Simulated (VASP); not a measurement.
## CsBr: relaxation of the atoms with r2SCAN

The system is CsBr.

```
Cs Br
1.0
     4.35115    0.00000    0.00000
     0.00000    4.35115    0.00000
     0.00000    0.00000    4.35115
Cs Br
1 1
Direct
  0.00000 0.00000 0.00000
  0.50000 0.50000 0.50000
```

```yaml
Program: VASP 6.6.1
Task: relaxation of the atoms
Functional: r2SCAN
Potentials_or_basis: VASP PAW PBE potentials, release 64 (Cs_sv, Br)
Cutoff: 500 eV
k_mesh: 8 × 8 × 8
Occupations: fermi-dirac, width 0.02 eV
Spin: no spin polarisation
Dipole_correction: no
Further_INCAR_settings: ALGO = Normal; EDIFF = 1e-07; IBRION = 2; EDIFFG = -0.01; NSW = 50
```

The pressure after relaxing is -0.2 GPa and the band gap on the k mesh is 5.09 eV (least direct gap 5.10 eV).

Final structure:
```cif
data_structure
_symmetry_space_group_name_H-M 'P 1'
_symmetry_Int_Tables_number 1
_cell_length_a 4.3512
_cell_length_b 4.3512
_cell_length_c 4.3512
_cell_angle_alpha 90.000
_cell_angle_beta 90.000
_cell_angle_gamma 90.000
_cell_volume 82.38
loop_
_atom_site_label
_atom_site_type_symbol
_atom_site_fract_x
_atom_site_fract_y
_atom_site_fract_z
_atom_site_occupancy
Cs1 Cs 0.00000 0.00000 0.00000 1
Br1 Br 0.50000 0.50000 0.50000 1
```

Levels at points of the mesh, in eV from the valence-band top:
| k point | band 4 | band 5 | band 6 | band 7 | band 8 | band 9 | band 10 | band 11 | band 12 |
| --- | --- | --- | --- | --- | --- | --- | --- | --- | --- |
| (0.00, 0.00, 0.00) | -6.61 | -6.61 | -0.01 | -0.01 | -0.01 | 5.09 | 5.44 | 5.44 | 9.68 |
| (0.50, 0.00, 0.00) | -6.52 | -6.52 | -1.22 | -0.19 | -0.19 | 6.42 | 7.74 | 8.23 | 8.93 |
| (0.50, 0.50, 0.00) | -7.13 | -6.47 | -0.57 | -0.57 | 0.00 | 5.82 | 6.09 | 7.82 | 7.82 |
| (0.50, 0.50, 0.50) | -6.98 | -6.98 | -1.08 | -1.08 | -1.08 | 8.79 | 8.79 | 8.79 | 9.66 |

It took 36 s on 1 thread of Intel(R) Xeon(R) 6975P-C (Granite Rapids), on a shared host, peak memory 0.2 GiB.

Caveat: the relaxation stopped at its first step, so nothing moved; the PAW data sets were made with another functional, which shifts forces and pressure a little; spin-orbit coupling is left out, which moves the levels of the heavy elements. r2SCAN opens gaps a little over a GGA but as a rule still falls short of measured ones.
